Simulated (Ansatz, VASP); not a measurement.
## Two plane-wave programs on TiB6

File INCAR:

```
PREC     = Accurate       # precision mode
ENCUT    = 520            # plane-wave cutoff, eV
EDIFF    = 1E-7           # SCF threshold, eV
ISMEAR   = 0              # smearing method
SIGMA    = 0.1            # smearing width, eV
LREAL    = False          # projectors in reciprocal space
LASPH    = True           # aspherical terms in the spheres
NELM     = 100            # most SCF steps
ALGO     = Normal         # electronic algorithm
ISIF     = 2              # what is computed and relaxed
LWAVE    = False          # write WAVECAR
LCHARG   = False          # write CHGCAR
GGA      = PE             # functional
NBANDS   = 24             # bands
```

File KPOINTS:

```
Automatic mesh
0
Gamma
  4 4 4
```

File POSCAR:

```
TiB6
1.0
    3.9381143700      0.0000000000      0.0000000000
    0.0000000000      3.9381143700      0.0000000000
    0.0000000000      0.0000000000      3.9381143700
Ti B
1 6
Direct
    0.0000000000      0.0000000000      0.0000000000
    0.7985550200      0.5000000000      0.5000000000
    0.2014449800      0.5000000000      0.5000000000
    0.5000000000      0.5000000000      0.7985550200
    0.5000000000      0.5000000000      0.2014449800
    0.5000000000      0.2014449800      0.5000000000
    0.5000000000      0.7985550200      0.5000000000
```

Input for Ansatz:

```yaml
crystal:
  lattice:
    - [3.93811437, 0.0, 0.0]
    - [0.0, 3.93811437, 0.0]
    - [0.0, 0.0, 3.93811437]
  atoms:
    - { symbol: Ti, position: [0.0, 0.0, 0.0] }
    - { symbol: B, position: [0.79855502, 0.5, 0.5] }
    - { symbol: B, position: [0.20144498, 0.5, 0.5] }
    - { symbol: B, position: [0.5, 0.5, 0.79855502] }
    - { symbol: B, position: [0.5, 0.5, 0.20144498] }
    - { symbol: B, position: [0.5, 0.20144498, 0.5] }
    - { symbol: B, position: [0.5, 0.79855502, 0.5] }
basis:
  ecutwfc: 420
kpoints:
  mp_grid: { grid: [4, 4, 4] }
hamiltonian:
  xc: pbe
scf:
  occupations: { method: gaussian, width: 0.1 }
  lower_state_search: "off"
output:
  forces: true
  stress: true
  eigenvalues: true
```

Change from the starting cell: species swapped into the YbB6 type (Pm-3m, No. 221).

Alike in both runs: task single point; functional PBE; k mesh 4 × 4 × 4; occupations gaussian, width 0.1 eV; no spin polarisation.

|  | VASP | Ansatz |
| --- | --- | --- |
| version | VASP 6.6.1 | Ansatz 0.2.0 |
| potentials or method | VASP PAW PBE potentials, release 64 (Ti_sv, B), cutoff 520 eV | scalar-relativistic, plane waves, PAW |
| valence electrons in the cell | 30 | 30 |

```csv
,VASP,Ansatz,Ansatz less VASP
gap on the k mesh at the Fermi level (eV),none,none,-
pressure (GPa),17.9,17.8,-0.16
rms of the force components (eV/Å),0.918,0.894,-0.0236
```

Atom by atom the forces differ by 0.024 eV/Å (rms over components). A gap of «none» marks a metal or a gap that the smearing closes. With one functional, cell and mesh, what is left measures potentials, basis and numerics.

The k mesh is coarse, so the values compare programs but aren't converged.
